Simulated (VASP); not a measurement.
# Ti2Si3 (Pn-3m) in VASP: further runs

Runs on Ti2Si3. Level: PBE. Tasks: single point, relaxation of cell and atoms.

All numbers are computed with VASP 6.6.1; they aren't measurements. Logs are shortened: lines on timing, memory, paths and dates and some standing lists are left out, and cuts for length are marked.

### 1 The cell of the first run

The structure is cubic, space group Pn-3m (No. 224). Conventional cell: a = 5.862 Å, b = 5.862 Å, c = 5.862 Å, α = 90.00°, β = 90.00°, γ = 90.00°. Within 3.4 Å of Ti (site symmetry -3m) lie 6 Si at 2.54 Å. Si (site symmetry -42m) has 4 Ti at 2.54 Å and 4 Si at 2.93 Å within 3.4 Å.

The cell was generated, and may not be a known phase.

### 2 Single point, PBE

The input, INCAR:

```
SYSTEM = Ti2Si3
PREC = Accurate ; ENCUT = 520
EDIFF = 1E-7 ; ISMEAR = 0
SIGMA = 0.1 ; LREAL = .False.
LASPH = .True. ; NELM = 60
ALGO = Normal ; ISIF = 2
LWAVE = .False. ; LCHARG = .False.
GGA = PE ; NBANDS = 47
```

The input, KPOINTS:

```
Automatic mesh
0
Gamma
  6 6 6
  0 0 0
```

The input, POSCAR:

```
Ti2Si3
1.0
    5.8624406373      0.0000000000      0.0000000000
    0.0000000000      5.8624406373      0.0000000000
    0.0000000000      0.0000000000      5.8624406373
Ti Si
4 6
Direct
    0.2500000000      0.2500000000      0.2500000000
    0.2500000000      0.7500000000      0.7500000000
    0.7500000000      0.7500000000      0.2500000000
    0.7500000000      0.2500000000      0.7500000000
    0.0000000000      0.5000000000      0.5000000000
    0.0000000000      0.5000000000      0.0000000000
    0.5000000000      0.0000000000      0.5000000000
    0.0000000000      0.0000000000      0.5000000000
    0.5000000000      0.0000000000      0.0000000000
    0.5000000000      0.5000000000      0.0000000000
```

Potentials or basis: VASP PAW PBE potentials, release 64 (Ti_sv, Si).

On the command line:

```console
$ cat potpaw_PBE.64/Ti_sv/POTCAR potpaw_PBE.64/Si/POTCAR > POTCAR
$ mpirun -np 1 vasp_std > vasp.out
```

OUTCAR:

```text
SYSTEM = Ti2Si3
   PREC = Accurate
   ENCUT = 520
   EDIFF = 1E-7
   ISMEAR = 0
   LREAL = .False.
   LASPH = .True.
   NELM = 60
   ISIF = 2
   GGA = PE

 ion  position               nearest neighbor table
   1  0.250  0.250  0.250-   5 2.54   6 2.54   7 2.54   8 2.54   9 2.54  10 2.54
   2  0.250  0.750  0.750-   5 2.54   6 2.54   7 2.54   8 2.54   9 2.54  10 2.54
   3  0.750  0.750  0.250-   5 2.54   6 2.54   7 2.54   8 2.54   9 2.54  10 2.54
   4  0.750  0.250  0.750-   5 2.54   6 2.54   7 2.54   8 2.54   9 2.54  10 2.54
   5  0.000  0.500  0.500-   1 2.54   2 2.54   3 2.54   4 2.54   6 2.93   8 2.93   6 2.93   8 2.93

   6  0.000  0.500  0.000-   1 2.54   2 2.54   3 2.54   4 2.54   5 2.93  10 2.93   5 2.93  10 2.93

   7  0.500  0.000  0.500-   1 2.54   2 2.54   3 2.54   4 2.54   8 2.93   9 2.93   9 2.93   8 2.93

   8  0.000  0.000  0.500-   1 2.54   2 2.54   3 2.54   4 2.54   5 2.93   7 2.93   5 2.93   7 2.93

   9  0.500  0.000  0.000-   1 2.54   2 2.54   3 2.54   4 2.54   7 2.93  10 2.93   7 2.93  10 2.93

  10  0.500  0.500  0.000-   1 2.54   2 2.54   3 2.54   4 2.54   6 2.93   9 2.93   9 2.93   6 2.93

  LATTYP: Found a simple cubic cell.
 ALAT       =     5.8624406373

  Lattice vectors:

 A1 = (   5.8624406373,   0.0000000000,   0.0000000000)
 A2 = (   0.0000000000,   5.8624406373,   0.0000000000)
 A3 = (   0.0000000000,   0.0000000000,   5.8624406373)

Analysis of symmetry for initial positions (statically):
=====================================================================
 Subroutine PRICEL returns:
 Original cell was already a primitive cell.

 Routine SETGRP: Setting up the symmetry group for a
 simple cubic supercell.

 Subroutine GETGRP returns: Found 48 space group operations
 (whereof 24 operations were pure point group operations)
 out of a pool of 48 trial point group operations.

The static configuration has the point symmetry T_d .
 The point group associated with its full space group is O_h .

Analysis of symmetry for dynamics (positions and initial velocities):
=====================================================================
 Subroutine PRICEL returns:
 Original cell was already a primitive cell.

 Routine SETGRP: Setting up the symmetry group for a
 simple cubic supercell.

 Subroutine GETGRP returns: Found 48 space group operations
 (whereof 24 operations were pure point group operations)
 out of a pool of 48 trial point group operations.

The dynamic configuration has the point symmetry T_d .
 The point group associated with its full space group is O_h .

 Subroutine INISYM returns: Found 48 space group operations
 (whereof 24 operations are pure point group operations),
 and found     1 'primitive' translations

----------------------------------------------------------------------------------------

                                     Primitive cell

  volume of cell :     201.4816

  direct lattice vectors                    reciprocal lattice vectors
     5.862440637  0.000000000  0.000000000     0.170577420  0.000000000  0.000000000
     0.000000000  5.862440637  0.000000000     0.000000000  0.170577420  0.000000000
     0.000000000  0.000000000  5.862440637     0.000000000  0.000000000  0.170577420

  length of vectors
     5.862440637  5.862440637  5.862440637     0.170577420  0.170577420  0.170577420

  position of ions in fractional coordinates (direct lattice)
     0.250000000  0.250000000  0.250000000
     0.250000000  0.750000000  0.750000000
     0.750000000  0.750000000  0.250000000
     0.750000000  0.250000000  0.750000000
     0.000000000  0.500000000  0.500000000
     0.000000000  0.500000000  0.000000000
     0.500000000  0.000000000  0.500000000
     0.000000000  0.000000000  0.500000000
     0.500000000  0.000000000  0.000000000
     0.500000000  0.500000000  0.000000000

  ion indices of the primitive-cell ions
   primitive index   ion index
                 1           1
                 2           2
                 3           3
                 4           4
                 5           5
                 6           6
                 7           7
                 8           8
                 9           9
                10          10

----------------------------------------------------------------------------------------

 KPOINTS: Automatic mesh

Automatic generation of k-mesh.
 Grid dimensions read from file:
 generate k-points for:    6    6    6

 Generating k-lattice:

  Cartesian coordinates                     Fractional coordinates (reciprocal lattice)
     0.028429570  0.000000000  0.000000000     0.166666667  0.000000000  0.000000000
     0.000000000  0.028429570  0.000000000     0.000000000  0.166666667  0.000000000
     0.000000000  0.000000000  0.028429570     0.000000000  0.000000000  0.166666667

  Length of vectors
     0.028429570  0.028429570  0.028429570

  Shift w.r.t. Gamma in fractional coordinates (k-lattice)
     0.000000000  0.000000000  0.000000000

 Subroutine IBZKPT returns following result:
 ===========================================

 Found     20 irreducible k-points:

 Following reciprocal coordinates:
            Coordinates               Weight
  0.000000  0.000000  0.000000      1.000000
  0.166667  0.000000  0.000000      6.000000
  0.333333  0.000000  0.000000      6.000000
  0.500000  0.000000  0.000000      3.000000
  0.166667  0.166667  0.000000     12.000000
  0.333333  0.166667  0.000000     24.000000
[... 12 lines left out ...]
  0.500000  0.500000  0.333333      6.000000
  0.500000  0.500000  0.500000      1.000000
   k-points           NKPTS =     20   k-points in BZ     NKDIM =     20   number of bands    NBANDS=     47
   number of dos      NEDOS =    301   number of ions     NIONS =     10
   total plane-waves  NPLWV = 110592
   dimension x,y,z NGX =    48 NGY =   48 NGZ =   48
   dimension x,y,z NGXF=    96 NGYF=   96 NGZF=   96
   ions per type =               4   6
   NGX,Y,Z   is equivalent  to a cutoff of  13.61, 13.61, 13.61 a.u.
   NGXF,Y,Z  is equivalent  to a cutoff of  27.22, 27.22, 27.22 a.u.
 SYSTEM =  Ti2Si3
   PREC   = accura    normal or accurate (medium, high low for compatibility)
   ISTART =      0    job   : 0-new  1-cont  2-samecut
   ICHARG =      2    charge: 1-file 2-atom 10-const
   ISPIN  =      1    spin polarized calculation?
   LNONCOLLINEAR =      F non collinear calculations
   LSORBIT =      F    spin-orbit coupling
   LASPH  =      T    aspherical Exc in radial PAW
   ENCUT  =  520.0 eV  38.22 Ry    6.18 a.u.  10.90 10.90 10.90*2*pi/ulx,y,z
   NELM   =     60;   NELMIN=  2; NELMDL= -5     # of ELM steps
   EDIFF  = 0.1E-06   stopping-criterion for ELM
   LREAL  =      F    real-space projection
   EDIFFG = 0.1E-05   stopping-criterion for IOM
   NSW    =      0    number of steps for IOM
   IBRION =     -1    ionic relax: 0-MD 1-quasi-New 2-CG
   NFREE  =      0    steps in history (QN), initial steepest desc. (CG)
   ISIF   =      2    stress and relaxation
   ISYM   =      2    0-nonsym 1-usesym 2-fastsym
   POTIM  = 0.5000    time-step for ionic-motion
   TEBEG  =    0.0;   TEEND  =   0.0 temperature during run
   PSTRESS=    0.0 pullay stress
   NELECT =      72.0000    total number of electrons
   NUPDOWN=      -1.0000    fix difference up-down
   EMIN   =  10.00;   EMAX   =-10.00  energy-range for DOS
   EFERMI =   0.00;   METHOD = LEGACY
   ISMEAR =     0;   SIGMA  =   0.10  broadening in eV -4-tet -1-fermi 0-gaus
   EFERMI_NEDOS =   21; number of points for ismear=-14 and -15
   IALGO  =     38    algorithm
   IMIX   =      4    mixing-type and parameters
     AMIX     =   0.40;   BMIX     =  1.00
     AMIX_MAG =   1.60;   BMIX_MAG =  1.00
  volume/ion in A,a.u.               =      20.15       135.97
  Fermi-wavevector in a.u.,A,eV,Ry     =   1.161735  2.195361 18.362818  1.349629
  Thomas-Fermi vector in A             =   2.298304
   LORBIT       =      0    0 simple, 1 ext, 2 COOP (PROOUT), +10 PAW based schemes
   GGA     = PE    functional components
   LHFCALC =     F    Hartree Fock is set to
   AEXX    =    0.0000 exact exchange contribution
   IVDW    =     0    specifies the selected vdW correction
   LEPSILON=     F    determine dielectric tensor
   LRPA    =     F    only Hartree local field effects (RPA)
 non-spin polarized calculation
 Gauss-broadening in eV      SIGMA  =   0.10
  energy-cutoff  :      520.00
  volume of cell :      201.48
 maximum number of plane-waves:      5520
 NGX is ok and might be reduce to    48
   NGX = 21   NGY = 21   NGZ = 21

 number of electron      72.0000006 magnetization

 Free energy of the ion-electron system (eV)
  ---------------------------------------------------
  ext. energy  EPLUGINS =         0.00000000
  ---------------------------------------------------
  free energy    TOTEN  =       -60.93069065 eV

  energy without entropy =      -60.89212796  energy(sigma->0) =      -60.91140931

 E-fermi :   5.9734     XC(G=0):  -9.9197

 val. band max:        5.9665275857   @ k =   0.3333   0.3333   0.0000
 cond. band min:       5.9809119026   @ k =   0.0000   0.0000   0.0000
 fundamental gap:      0.0143843169
 Fermi energy:         5.9733876216

 k-point     1 :       0.0000    0.0000    0.0000
  band No.  band energies     occupation
      1     -51.0564      2.00000
      2     -51.0548      2.00000
      3     -51.0548      2.00000
      4     -51.0548      2.00000
      5     -27.3882      2.00000
      6     -27.3773      2.00000
[... 39 lines left out ...]
     46       7.1784      0.00000
     47       7.6345      0.00000

 k-point     2 :       0.1667    0.0000    0.0000
  band No.  band energies     occupation
      1     -51.0563      2.00000
      2     -51.0549      2.00000
      3     -51.0548      2.00000
      4     -51.0548      2.00000
      5     -27.3874      2.00000
      6     -27.3780      2.00000
[... 892 lines left out ...]
 k-point    20 :       0.5000    0.5000    0.5000
  band No.  band energies     occupation
      1     -51.0553      2.00000
      2     -51.0553      2.00000
      3     -51.0553      2.00000
      4     -51.0551      2.00000
      5     -27.3882      2.00000
      6     -27.3779      2.00000
[... 39 lines left out ...]
     46       6.9652      0.00000
     47       7.4709      0.00000

------------------------ aborting loop because EDIFF is reached ----------------------------------------

  FORCE on cell =-STRESS in cart. coord.  units (eV):
  Direction    XX          YY          ZZ          XY          YZ          ZX
  --------------------------------------------------------------------------------------
  -------------------------------------------------------------------------------------
  Total       -0.0711386     -0.0711386     -0.0711386      0.0000000      0.0000000     -0.0000000
  in kB       -0.5656927     -0.5656927     -0.5656927      0.0000000      0.0000000     -0.0000000
  external PRESSURE =      -0.5656927 kB  Pullay stress =       0.0000000 kB

 VOLUME and BASIS-vectors are now :
 -----------------------------------------------------------------------------
  energy-cutoff  :      520.00
  volume of cell :      201.48
      direct lattice vectors                 reciprocal lattice vectors
     5.862440637  0.000000000  0.000000000     0.170577420  0.000000000  0.000000000
     0.000000000  5.862440637  0.000000000     0.000000000  0.170577420  0.000000000
     0.000000000  0.000000000  5.862440637     0.000000000  0.000000000  0.170577420

 POSITION                                       TOTAL-FORCE (eV/Angst)
 -----------------------------------------------------------------------------------
      1.46561      1.46561      1.46561        -0.000000     -0.000000     -0.000000
      1.46561      4.39683      4.39683         0.000000      0.000000      0.000000
      4.39683      4.39683      1.46561         0.000000     -0.000000     -0.000000
      4.39683      1.46561      4.39683        -0.000000      0.000000      0.000000
      0.00000      2.93122      2.93122         0.000000     -0.000000      0.000000
      0.00000      2.93122      0.00000         0.000000     -0.000000      0.000000
      2.93122      0.00000      2.93122         0.000000     -0.000000      0.000000
      0.00000      0.00000      2.93122         0.000000     -0.000000      0.000000
      2.93122      0.00000      0.00000         0.000000     -0.000000      0.000000
      2.93122      2.93122      0.00000         0.000000     -0.000000      0.000000
 -----------------------------------------------------------------------------------
    total drift:                                0.000000     -0.000000      0.000000

  FREE ENERGIE OF THE ION-ELECTRON SYSTEM (eV)
  ---------------------------------------------------
  free  energy   TOTEN  =       -60.9306906529 eV

  energy  without entropy=      -60.8921279578  energy(sigma->0) =      -60.91140931
```

Run time: 6.5 min. Hardware: 1 thread of Intel Xeon 8259CL, shared host; peak memory 0.4 GiB.

What came out:

* Free energy: -60.9307 eV
* Pressure: -0.1 GPa
* Band gap on the k mesh: zero (bands 36 and 37 overlap by 0.84 eV)

### 3 Relaxation of cell and atoms, PBE

This run uses another cell than the first one, of 15.85 Å³/atom.

The input, INCAR:

```
PREC     = Accurate       # precision mode
ENCUT    = 600            # plane-wave cutoff, eV
EDIFF    = 1E-6           # SCF threshold, eV
ISMEAR   = 0              # smearing method
SIGMA    = 0.1            # smearing width, eV
LREAL    = F              # projectors in reciprocal space
LASPH    = T              # aspherical terms in the spheres
NELM     = 100            # most SCF steps
ALGO     = Normal         # electronic algorithm
ISIF     = 3              # what is computed and relaxed
LWAVE    = F              # write WAVECAR
LCHARG   = F              # write CHGCAR
GGA      = PE             # functional
IBRION   = 2              # ionic algorithm
NSW      = 90             # ionic steps
EDIFFG   = -0.04          # ionic threshold
```

The input, KPOINTS:

```
Automatic mesh
0
Gamma
  4 4 4
```

POSCAR, as its differences from that of step 2:

```diff
@@ -2,5 +2,5 @@
 1.0
-    5.8624406373      0.0000000000      0.0000000000
-    0.0000000000      5.8624406373      0.0000000000
-    0.0000000000      0.0000000000      5.8624406373
+    5.4117791300      0.0000000000      0.0000000000
+    0.0000000000      5.4117791300      0.0000000000
+    0.0000000000      0.0000000000      5.4117791300
 Ti Si
```

Potentials or basis: VASP PAW PBE potentials, release 64 (Ti_sv, Si).

On the command line:

```console
$ cat potpaw_PBE.64/Ti_sv/POTCAR potpaw_PBE.64/Si/POTCAR > POTCAR
$ mpirun -np 1 vasp_std > vasp.out
```

It took 7.8 min on 1 thread of Intel Xeon 8259CL, shared host; peak memory 0.36 GiB.

Results (log left out):

```
Free energy                           : -60.9196 eV
Relaxed volume                        : 20.19 Å³/atom
Relaxed cell                          : a = 5.866 Å, b = 5.866 Å, c = 5.866 Å, α = 90.00°, β = 90.00°, γ = 90.00°
Space group after relaxing (to 0.1 Å) : Pn-3m (No. 224)
Energy gained by relaxing             : 328.1 meV/atom
Ionic steps                           : 3
Pressure after relaxing               : 0.0 GPa
Band gap on the k mesh                : zero (bands 36 and 37 overlap by 0.77 eV)
```

Step by step:
| step | energy change (eV) | largest force (eV/Å) | pressure (GPa) | volume (Å³) |
| --- | --- | --- | --- | --- |
| 1 | 0.0000 | 0.0000 | 29.14 | 158.50 |
| 2 | -2.2686 | 0.0000 | -8.84 | 234.25 |
| 3 | -3.2810 | 0.0000 | -0.04 | 201.89 |

Final structure:
```
Ti Si
1.0
     5.86642    0.00000    0.00000
     0.00000    5.86642    0.00000
     0.00000    0.00000    5.86642
Ti Si
4 6
Direct
  0.25000 0.25000 0.25000
  0.25000 0.75000 0.75000
  0.75000 0.75000 0.25000
  0.75000 0.25000 0.75000
  0.00000 0.50000 0.50000
  0.00000 0.50000 0.00000
  0.50000 0.00000 0.50000
  0.00000 0.00000 0.50000
  0.50000 0.00000 0.00000
  0.50000 0.50000 0.00000
```

Levels at points of the mesh, in eV from the Fermi level:
```tsv
k point	band 33	band 34	band 35	band 36	band 37	band 38	band 39	band 40
(0.00, 0.00, 0.00)	-0.11	-0.11	-0.11	0.00	0.00	0.00	0.24	0.24
(0.50, 0.00, 0.00)	-1.04	-1.04	-0.91	-0.91	0.65	0.65	0.66	0.66
(0.50, 0.50, 0.00)	-1.03	-1.03	-0.52	-0.52	-0.32	-0.32	0.77	0.77
(0.50, 0.50, 0.50)	0.05	0.05	0.05	0.45	0.60	0.60	0.60	0.66
```

Caveat: the volume moved by over 15 % at a fixed basis, so the end points are rough.

### 4 Relaxation of cell and atoms, PBE

The input, INCAR:

```
PREC = Accurate ; ENCUT = 600
EDIFF = 1E-6 ; ISMEAR = 0
SIGMA = 0.1 ; LREAL = False
LASPH = True ; NELM = 80
ALGO = Normal ; ISIF = 3
LWAVE = False ; LCHARG = False
GGA = PE ; IBRION = 2
NSW = 100 ; EDIFFG = -0.01
```

The input, KPOINTS:

```
Automatic mesh
0
Gamma
  6 6 6
```

POSCAR, as its differences from that of step 3:

```diff
@@ -2,5 +2,5 @@
 1.0
-    5.4117791300      0.0000000000      0.0000000000
-    0.0000000000      5.4117791300      0.0000000000
-    0.0000000000      0.0000000000      5.4117791300
+    5.8660014817      0.0000000000      0.0000000000
+    0.0000000000      5.8660014817      0.0000000000
+    0.0000000000      0.0000000000      5.8660014817
 Ti Si
```

On the command line:

```console
$ cat potpaw_PBE.64/Ti_sv/POTCAR potpaw_PBE.64/Si/POTCAR > POTCAR
$ mpirun -np 1 vasp_std > vasp.out
```

It took 9.4 min on 1 thread of Intel Xeon 8259CL, shared host; peak memory 0.44 GiB.

Results (log left out):

| Quantity | Value |
| --- | --- |
| Free energy | -60.9305 eV |
| Relaxed volume | 20.14 Å³/atom |
| Relaxed cell | a = 5.861 Å, b = 5.861 Å, c = 5.861 Å, α = 90.00°, β = 90.00°, γ = 90.00° |
| Space group after relaxing (to 0.1 Å) | Pn-3m (No. 224) |
| Energy gained by relaxing | 0.0 meV/atom |
| Ionic steps | 3 |
| Pressure after relaxing | 0.0 GPa |
| Band gap on the k mesh | zero (bands 36 and 37 overlap by 0.84 eV) |

The path:
| step | energy change (eV) | largest force (eV/Å) | pressure (GPa) | volume (Å³) |
| --- | --- | --- | --- | --- |
| 1 | 0.0000 | 0.0000 | -0.22 | 201.85 |
| 2 | -0.0002 | 0.0000 | 0.12 | 201.06 |
| 3 | -0.0003 | 0.0000 | 0.00 | 201.36 |

Final structure:
```
Ti Si
1.0
     5.86125    0.00000    0.00000
     0.00000    5.86125    0.00000
     0.00000    0.00000    5.86125
Ti Si
4 6
Direct
  0.25000 0.25000 0.25000
  0.25000 0.75000 0.75000
  0.75000 0.75000 0.25000
  0.75000 0.25000 0.75000
  0.00000 0.50000 0.50000
  0.00000 0.50000 0.00000
  0.50000 0.00000 0.50000
  0.00000 0.00000 0.50000
  0.50000 0.00000 0.00000
  0.50000 0.50000 0.00000
```

Levels at points of the mesh, in eV from the Fermi level:
```csv
k point,band 33,band 34,band 35,band 36,band 37,band 38,band 39,band 40
"(0.00, 0.00, 0.00)",-0.11,-0.11,-0.11,0.01,0.01,0.01,0.25,0.25
"(0.50, 0.00, 0.00)",-1.04,-1.04,-0.92,-0.92,0.66,0.66,0.66,0.66
"(0.50, 0.50, 0.00)",-1.04,-1.04,-0.52,-0.52,-0.32,-0.32,0.78,0.78
"(0.50, 0.50, 0.50)",0.05,0.05,0.05,0.46,0.60,0.60,0.60,0.66
```

### 5 Summary

| task | cell | k mesh | cutoff (eV) | gap on the mesh (eV) | pressure (GPa) | relaxed volume (Å³/atom) |
| --- | --- | --- | --- | --- | --- | --- |
| single point | a = 5.862 Å, 10 atoms | 6 × 6 × 6 | 520 | none | -0.1 | - |
| relaxation of cell and atoms | relaxed from a = 5.412 Å, 10 atoms | 4 × 4 × 4 | 600 | none | 0.0 | 20.19 |
| relaxation of cell and atoms | relaxed from a = 5.866 Å, 10 atoms | 6 × 6 × 6 | 600 | none | 0.0 | 20.14 |

Alike in all rows: level PBE; potentials or basis VASP PAW PBE potentials, release 64 (Ti_sv, Si); no spin polarisation; smearing gaussian 0.1 eV.

Caveats: the volume moved by over 15 % at a fixed basis, so the end points are rough (at least some runs).

Total energies depend on the potentials used, so only differences within one code and one set of settings carry meaning.
